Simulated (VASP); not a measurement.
# ZnCd3O (Pm-3m) in VASP: a series of runs

The runs below take ZnCd3O through single point, relaxation of cell and atoms, with PBE.

Everything below comes from runs of VASP 6.6.1. Logs are shortened: lines on timing, memory, paths and dates and some standing lists are left out, and cuts for length are marked.

## Step 1: The cell of the first run

The structure is cubic, space group Pm-3m (No. 221). The conventional cell has a = 4.818 Å, b = 4.818 Å, c = 4.818 Å, α = 90.00°, β = 90.00°, γ = 90.00°. Zn (site symmetry m-3m) has 12 Cd at 3.41 Å and 8 O at 4.17 Å within 4.5 Å. Within 3.2 Å of Cd (site symmetry 4/mmm) lie 2 O at 2.41 Å. Within 3.2 Å of O (site symmetry m-3m) lie 6 Cd at 2.41 Å.

## Step 2: Single point, PBE, collinear spin, ferromagnetic start

INCAR reads:

```
SYSTEM = ZnCd3O
PREC     = Accurate       ! precision mode
ENCUT    = 520            ! plane-wave cutoff, eV
EDIFF    = 1E-6           ! SCF threshold, eV
ISMEAR   = 0              ! smearing method
SIGMA    = 0.1            ! smearing width, eV
LREAL    = .FALSE.        ! projectors in reciprocal space
LASPH    = .TRUE.         ! aspherical terms in the spheres
NELM     = 150            ! most SCF steps
ALGO     = Normal         ! electronic algorithm
ISIF     = 2              ! what is computed and relaxed
LWAVE    = .FALSE.        ! write WAVECAR
LCHARG   = .FALSE.        ! write CHGCAR
ISPIN    = 2              ! spin polarisation
MAGMOM   = 0 0 0 0 1      ! initial moments
LORBIT   = 11             ! projections on sites
GGA      = PE             ! functional
NBANDS   = 39             ! bands
```

KPOINTS reads:

```
Automatic mesh
0
G
  4 4 4
  0 0 0
```

POSCAR reads:

```
ZnCd3O
1.0
    4.8182729000      0.0000000000      0.0000000000
    0.0000000000      4.8182729000      0.0000000000
    0.0000000000      0.0000000000      4.8182729000
Zn Cd O
1 3 1
Direct
    0.5000000000      0.5000000000      0.5000000000
    0.5000000000      0.0000000000      0.0000000000
    0.0000000000      0.5000000000      0.0000000000
    0.0000000000      0.0000000000      0.5000000000
    0.0000000000      0.0000000000      0.0000000000
```

Potentials or basis: VASP PAW PBE potentials, release 64 (Zn, Cd, O).

Run with:

```
cat potpaw_PBE.64/Zn/POTCAR potpaw_PBE.64/Cd/POTCAR potpaw_PBE.64/O/POTCAR > POTCAR
mpirun -np 1 vasp_std > vasp.out
```

OUTCAR:

```text
SYSTEM = ZnCd3O
   PREC = Accurate
   ENCUT = 520
   EDIFF = 1E-6
   ISMEAR = 0
   LREAL = .FALSE.
   LASPH = .TRUE.
   NELM = 150
   ISIF = 2
   ISPIN = 2
   LORBIT = 11
   GGA = PE

 ion  position               nearest neighbor table
   1  0.500  0.500  0.500-   2 3.41   3 3.41   4 3.41   2 3.41   3 3.41   2 3.41   4 3.41   2 3.41
                             3 3.41   4 3.41   3 3.41   4 3.41
   2  0.500  0.000  0.000-   5 2.41   5 2.41   4 3.41   1 3.41   1 3.41   4 3.41   1 3.41   3 3.41
                             1 3.41   3 3.41   4 3.41   3 3.41   4 3.41   3 3.41
   3  0.000  0.500  0.000-   5 2.41   5 2.41   4 3.41   1 3.41   1 3.41   4 3.41   2 3.41   4 3.41
                             2 3.41   4 3.41   1 3.41   2 3.41   1 3.41   2 3.41
   4  0.000  0.000  0.500-   5 2.41   5 2.41   3 3.41   1 3.41   2 3.41   3 3.41   2 3.41   1 3.41
                             3 3.41   3 3.41   1 3.41   2 3.41   2 3.41   1 3.41
   5  0.000  0.000  0.000-   2 2.41   3 2.41   4 2.41   4 2.41   3 2.41   2 2.41

  LATTYP: Found a simple cubic cell.
 ALAT       =     4.8182729000

  Lattice vectors:

 A1 = (   4.8182729000,   0.0000000000,   0.0000000000)
 A2 = (   0.0000000000,   4.8182729000,   0.0000000000)
 A3 = (   0.0000000000,   0.0000000000,   4.8182729000)

Analysis of symmetry for initial positions (statically):
=====================================================================
 Subroutine PRICEL returns:
 Original cell was already a primitive cell.

 Routine SETGRP: Setting up the symmetry group for a
 simple cubic supercell.

 Subroutine GETGRP returns: Found 48 space group operations
 (whereof 48 operations were pure point group operations)
 out of a pool of 48 trial point group operations.

The static configuration has the point symmetry O_h .

Analysis of symmetry for dynamics (positions and initial velocities):
=====================================================================
 Subroutine PRICEL returns:
 Original cell was already a primitive cell.

 Routine SETGRP: Setting up the symmetry group for a
 simple cubic supercell.

 Subroutine GETGRP returns: Found 48 space group operations
 (whereof 48 operations were pure point group operations)
 out of a pool of 48 trial point group operations.

The dynamic configuration has the point symmetry O_h .

Analysis of structural, dynamic, and magnetic symmetry:
=====================================================================
 Subroutine PRICEL returns:
 Original cell was already a primitive cell.
[... 130 lines left out ...]
 spin polarized calculation
 Gauss-broadening in eV      SIGMA  =   0.10
  energy-cutoff  :      520.00
  volume of cell :      111.86
 maximum number of plane-waves:      3031
 NGX is ok and might be reduce to    36
   NGX = 17   NGY = 17   NGZ = 17

 number of electron      54.0000014 magnetization       0.0016782

 number of electron      54.0000014 magnetization      -0.0000986

 Free energy of the ion-electron system (eV)
  ---------------------------------------------------
  ext. energy  EPLUGINS =         0.00000000
  ---------------------------------------------------
  free energy    TOTEN  =        -8.46667968 eV

  energy without entropy =       -8.45633265  energy(sigma->0) =       -8.46150616

 E-fermi :   1.5284     XC(G=0):  -9.9076

 val. band max:        1.1207846306   @ k =   0.5000   0.2500   0.2500
 cond. band min:       1.5432466162   @ k =   0.5000   0.2500   0.0000
 fundamental gap:      0.4224619855
 Fermi energy:         1.5284129746

 spin component 1

 k-point     1 :       0.0000    0.0000    0.0000
  band No.  band energies     occupation
      1     -16.8443      1.00000
      2      -7.4490      1.00000
      3      -7.4490      1.00000
      4      -7.4490      1.00000
      5      -7.3335      1.00000
      6      -7.3335      1.00000
[... 409 lines left out ...]
     38      12.0524      0.00000
     39      12.0524      0.00000
 Fermi energy:         1.5284129746

 spin component 2

 k-point     1 :       0.0000    0.0000    0.0000
  band No.  band energies     occupation
      1     -16.8444      1.00000
      2      -7.4490      1.00000
      3      -7.4490      1.00000
      4      -7.4490      1.00000
      5      -7.3335      1.00000
      6      -7.3335      1.00000
[... 409 lines left out ...]
     38      12.0523      0.00000
     39      12.0523      0.00000

------------------------ aborting loop because EDIFF is reached ----------------------------------------

  FORCE on cell =-STRESS in cart. coord.  units (eV):
  Direction    XX          YY          ZZ          XY          YZ          ZX
  --------------------------------------------------------------------------------------
  -------------------------------------------------------------------------------------
  Total       -3.5751442     -3.5751442     -3.5751442      0.0000000     -0.0000000      0.0000000
  in kB      -51.2070739    -51.2070739    -51.2070739      0.0000000     -0.0000000      0.0000000
  external PRESSURE =     -51.2070739 kB  Pullay stress =       0.0000000 kB

 VOLUME and BASIS-vectors are now :
 -----------------------------------------------------------------------------
  energy-cutoff  :      520.00
  volume of cell :      111.86
      direct lattice vectors                 reciprocal lattice vectors
     4.818272900  0.000000000  0.000000000     0.207543246  0.000000000  0.000000000
     0.000000000  4.818272900  0.000000000     0.000000000  0.207543246  0.000000000
     0.000000000  0.000000000  4.818272900     0.000000000  0.000000000  0.207543246

 POSITION                                       TOTAL-FORCE (eV/Angst)
 -----------------------------------------------------------------------------------
      2.40914      2.40914      2.40914         0.000000      0.000000      0.000000
      2.40914      0.00000      0.00000         0.000000      0.000000      0.000000
      0.00000      2.40914      0.00000         0.000000      0.000000      0.000000
      0.00000      0.00000      2.40914         0.000000      0.000000      0.000000
      0.00000      0.00000      0.00000         0.000000      0.000000      0.000000
 -----------------------------------------------------------------------------------
    total drift:                                0.000000      0.000000     -0.000000

  FREE ENERGIE OF THE ION-ELECTRON SYSTEM (eV)
  ---------------------------------------------------
  free  energy   TOTEN  =        -8.4666796771 eV

  energy  without entropy=       -8.4563326463  energy(sigma->0) =       -8.46150616

 total charge

# of ion       s       p       d       tot
------------------------------------------
    1        0.643   0.205   9.721  10.569
    2        0.439   0.192   9.550  10.181
    3        0.439   0.192   9.550  10.181
    4        0.439   0.192   9.550  10.181
    5        1.614   3.263   0.000   4.877
--------------------------------------------------
tot          3.573   4.043  38.372  45.988

 magnetization (x)

# of ion       s       p       d       tot
------------------------------------------
    1        0.000  -0.000  -0.000   0.000
    2       -0.000  -0.000  -0.000  -0.000
    3       -0.000  -0.000  -0.000  -0.000
    4       -0.000  -0.000  -0.000  -0.000
    5       -0.000  -0.000   0.000  -0.000
--------------------------------------------------
tot          0.000  -0.000  -0.000  -0.000
```

OSZICAR:

```text
N       E                     dE             d eps       ncg     rms          rms(c)
DAV:   1     0.447537055724E+03    0.44754E+03   -0.25972E+04  1560   0.149E+03
DAV:   2     0.221654882019E+02   -0.42537E+03   -0.40132E+03  1597   0.384E+02
DAV:   3    -0.102905630333E+02   -0.32456E+02   -0.31779E+02  1784   0.108E+02
DAV:   4    -0.109011485763E+02   -0.61059E+00   -0.60964E+00  1686   0.139E+01
DAV:   5    -0.109034584990E+02   -0.23099E-02   -0.23098E-02  1736   0.895E-01    0.123E+01
DAV:   6    -0.904163618953E+01    0.18618E+01   -0.11162E+01  2011   0.309E+01    0.937E+00
DAV:   7    -0.849909447264E+01    0.54254E+00   -0.59417E+00  1754   0.963E+00    0.477E+00
DAV:   8    -0.847004775458E+01    0.29047E-01   -0.43280E-01  1651   0.330E+00    0.247E+00
DAV:   9    -0.846941112657E+01    0.63663E-03   -0.53672E-02  1686   0.131E+00    0.437E-01
DAV:  10    -0.846651714208E+01    0.28940E-02   -0.17054E-02  1771   0.625E-01    0.195E-01
DAV:  11    -0.846668165325E+01   -0.16451E-03   -0.12710E-03  1672   0.156E-01    0.117E-01
DAV:  12    -0.846666090607E+01    0.20747E-04   -0.34643E-04  1735   0.823E-02    0.378E-02
DAV:  13    -0.846668010330E+01   -0.19197E-04   -0.36812E-05  1651   0.416E-02    0.139E-02
DAV:  14    -0.846667967712E+01    0.42618E-06   -0.26186E-06  1423   0.823E-03
   1 F= -.84666797E+01 E0= -.84615062E+01  d E =-.103470E-01  mag=     0.0003
```

Run time: 34 s. Hardware: 1 thread of Intel Xeon 6975P-C (Granite Rapids), shared host; peak memory 0.26 GiB.

What came out:

| Item | Value |
| --- | --- |
| Free energy | -8.4667 eV |
| Pressure | -5.1 GPa |
| Band gap on the k mesh | zero (filled and empty bands overlap) |
| Net moment | 0.00 μB per cell |
| Valence electrons inside the program's atomic spheres | Zn 10.57; Cd 10.18; O 4.88 |

[end of part 1 of 2]
